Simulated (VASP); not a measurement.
The system is Rh.

```
CELL_PARAMETERS angstrom
2.73098 0.00000 0.00000
-1.36549 2.36510 0.00000
0.00000 0.00000 4.42849
ATOMIC_POSITIONS crystal
Rh 0.66667 0.33333 0.75000
Rh 0.33333 0.66667 0.25000
```

```yaml
Program: VASP 6.6.1
Task: relaxation of cell and atoms
Functional: PBEsol
Potentials_or_basis: VASP PAW PBE potentials, release 64 (Rh_pv)
Cutoff: 600 eV
k_mesh: 14 × 14 × 8
Occupations: methfessel-paxton, width 0.1 eV
Spin: no spin polarisation
```

At the start: pressure -14.0 GPa; volume 14.30 Å³/atom.

Task: Where does the relaxation end?

Result: Over 11 steps the energy falls by 35.1 meV/atom and the volume is 13.54 Å³/atom (-5.3 %); space group P6_3/mmc (No. 194, to 0.05 Å).

The path:
```
step  energy change (eV)  largest force (eV/Å)  pressure (GPa)  volume (Å³)
   1              0.0000                0.0000          -14.00        28.60
   2              0.4282                0.0000           54.49        23.74
   3             -0.0701                0.0000           -0.77        27.15
   4             -0.0703                0.0000           -0.13        27.10
   5             -0.0702                0.0000            0.19        27.07
   6             -0.0702                0.0000           -0.49        27.12
   7             -0.0703                0.0000           -0.06        27.09
   8             -0.0703                0.0000           -0.12        27.10
   9             -0.0703                0.0000           -0.12        27.09
  10             -0.0703                0.0000            0.26        27.06
  11             -0.0703                0.0000            0.00        27.08
```

Final structure:
```cif
data_structure
_symmetry_space_group_name_H-M 'P 1'
_symmetry_Int_Tables_number 1
_cell_length_a 2.6837
_cell_length_b 2.6837
_cell_length_c 4.3420
_cell_angle_alpha 90.000
_cell_angle_beta 90.000
_cell_angle_gamma 120.000
_cell_volume 27.08
loop_
_atom_site_label
_atom_site_type_symbol
_atom_site_fract_x
_atom_site_fract_y
_atom_site_fract_z
_atom_site_occupancy
Rh1 Rh 0.66667 0.33333 0.75000 1
Rh2 Rh 0.33333 0.66667 0.25000 1
```

Caveat: the PAW data sets were made with another functional, which shifts forces and pressure a little.
